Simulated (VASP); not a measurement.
Input of a VASP 6.6.1 run:

The input INCAR:

```
  PREC = Accurate
  ENCUT = 500
  EDIFF = 1E-7
  ISMEAR = 0
  SIGMA = 0.1
  LREAL = False
  LASPH = True
  NELM = 120
  ALGO = Normal
  ISIF = 3
  LWAVE = False
  LCHARG = False
  GGA = PE
  IBRION = 2
  NSW = 100
  EDIFFG = -0.005
  GGA_COMPAT = False
  NELMIN = 4
```

KPOINTS

```
Automatic mesh
0
Gamma
  10 10 10
```

File POSCAR:

```
HfSi2
1.0
    1.8501392541     -7.2783947509      0.0000000000
    1.8501392541      7.2783947509      0.0000000000
    0.0000000000      0.0000000000      3.6540200966
Hf Si
2 4
Direct
    0.6049707113      0.3950292887      0.2500000000
    0.3950292887      0.6049707113      0.7500000000
    0.9453849173      0.0546150827      0.2500000000
    0.0546150827      0.9453849173      0.7500000000
    0.2499640651      0.7500359349      0.2500000000
    0.7500359349      0.2499640651      0.7500000000
```

Potentials or basis: VASP PAW PBE potentials, release 64 (Hf_pv, Si).

Run with:

```console
$ cat potpaw_PBE.64/Hf_pv/POTCAR potpaw_PBE.64/Si/POTCAR > POTCAR
$ mpirun -np 1 vasp_std > vasp.out
```

(1) Predict the band gap on the k mesh.

(2) Predict the relaxed volume.

Results:

(1) zero (band 18 reaches 8.82 eV, above the bottom of band 19 at 7.91 eV).

(2) 16.39 Å³/atom.

Caveat: spin-orbit coupling is left out, which moves the levels of the heavy elements.
